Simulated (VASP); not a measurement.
A run of VASP 6.6.1 is set up as follows.

The input INCAR:

```
SYSTEM = AlAu4
PREC     = Accurate       ! precision mode
ENCUT    = 520            ! plane-wave cutoff, eV
EDIFF    = 1E-7           ! SCF threshold, eV
ISMEAR   = 0              ! smearing method
SIGMA    = 0.1            ! smearing width, eV
LREAL    = .False.        ! projectors in reciprocal space
LASPH    = .True.         ! aspherical terms in the spheres
NELM     = 100            ! most SCF steps
ALGO     = Fast           ! electronic algorithm
ISIF     = 2              ! what is computed and relaxed
LWAVE    = .False.        ! write WAVECAR
LCHARG   = .False.        ! write CHGCAR
GGA      = PS             ! functional
NBANDS   = 32             ! bands
```

KPOINTS

```
Automatic mesh
0
Gamma
  12 12 4
  0 0 0
```

POSCAR

```
AlAu4
1.0
    2.3303935865     -1.6323859960     -0.0102322973
    2.3303935865      1.6323859960     -0.0102322973
   -0.9754598798      0.0000000000     10.5715618107
Al Au
1 4
Direct
    0.0000000000      0.0000000000      0.0000000000
    0.5698223051      0.5698223051      0.8240228947
    0.1947285042      0.1947285042      0.6152079804
    0.8052714958      0.8052714958      0.3847920196
    0.4301776949      0.4301776949      0.1759771053
```

Potentials or basis: VASP PAW PBE potentials, release 64 (Al, Au).

Run with:

```sh
$ cat potpaw_PBE.64/Al/POTCAR potpaw_PBE.64/Au/POTCAR > POTCAR
$ mpirun -np 1 vasp_std > vasp.out
```

Problem. Predict the largest force.

Solution. 1.299 eV/Å.

Problem. What does it give for the pressure?

Solution. 9.8 GPa.

Forces on the atoms (eV/Å):
```
Al   0.000  0.000  0.000
Au   0.486  0.000  0.101
Au  -0.257  0.000 -1.273
Au   0.257  0.000  1.273
Au  -0.486  0.000 -0.101
```

Caveat: the cell differs from its parent crystal (strained); the PAW data sets were made with another functional, which shifts forces and pressure a little.
